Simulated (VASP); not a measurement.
Ru: single point with PBE

The system is Ru.

```
Ru
1.0
     2.72356    0.00000    0.00000
    -1.36178    2.35867    0.00000
     0.00000    0.00000    4.28908
Ru
2
Direct
  0.33333 0.66667 0.25000
  0.66667 0.33333 0.75000
```

```yaml
Program: VASP 6.6.1
Task: single point
Functional: PBE
Potentials_or_basis: VASP PAW PBE potentials, release 64 (Ru_pv)
Cutoff: 520 eV
k_mesh: 11 × 11 × 6
Occupations: fermi-dirac, width 0.1 eV
Spin: no spin polarisation
Dipole_correction: no
Further_INCAR_settings: ALGO = Normal; EDIFF = 1e-06; NBANDS = 21
```

```json
{
  "Pressure": "0.0 GPa",
  "Band gap on the k mesh": "zero (band 14 reaches 14.01 eV, above the bottom of band 15 at 11.00 eV)"
}
```

Stress tensor (GPa, compression positive):
```
-0.57  0.00  0.00
 0.00 -0.57  0.00
 0.00  0.00  1.08
```

Levels at points of the mesh, in eV from the Fermi level:
| k point | band 10 | band 11 | band 12 | band 13 | band 14 | band 15 | band 16 | band 17 | band 18 | band 19 |
| --- | --- | --- | --- | --- | --- | --- | --- | --- | --- | --- |
| (0.00, 0.00, 0.00) | -2.50 | -2.28 | -1.82 | -1.82 | -1.35 | -1.35 | 1.20 | 1.20 | 1.38 | 10.23 |
| (0.00, 0.00, 0.50) | -2.67 | -2.67 | -2.67 | -2.60 | -2.60 | 0.58 | 0.58 | 0.58 | 0.58 | 10.48 |

It took 37 s on 1 thread of Intel Xeon 8259CL, on a shared host, peak memory 0.15 GiB.
